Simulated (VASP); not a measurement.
Here is a VASP 6.6.1 calculation.

File INCAR:

```
  PREC = Accurate
  ENCUT = 520
  EDIFF = 1E-6
  ISMEAR = -1
  SIGMA = 0.05
  LREAL = False
  LASPH = True
  NELM = 100
  ALGO = Normal
  ISIF = 2
  LWAVE = False
  LCHARG = False
  GGA = PE
  NBANDS = 21
```

KPOINTS

```
regular mesh
0
Gamma
  11 11 11
```

File POSCAR:

```
Sn
1.0
    0.0000000000      3.3270354140      3.3270354140
    3.3270354140      0.0000000000      3.3270354140
    3.3270354140      3.3270354140      0.0000000000
Sn
2
Direct
    0.0000000000      0.0000000000      0.0000000000
    0.2500000000      0.2500000000      0.2500000000
```

Potentials or basis: VASP PAW PBE potentials, release 64 (Sn_d).

Run with:

```bash
$ cat potpaw_PBE.64/Sn_d/POTCAR > POTCAR
$ mpirun -np 1 vasp_std > vasp.out
```

Question: Predict the band gap on the k mesh.

Answer: Zero (bands 14 and 15 overlap by 0.22 eV).

Question: Predict the pressure.

Answer: 0.0 GPa.

Caveat: spin-orbit coupling is left out, which moves the levels of the heavy elements.
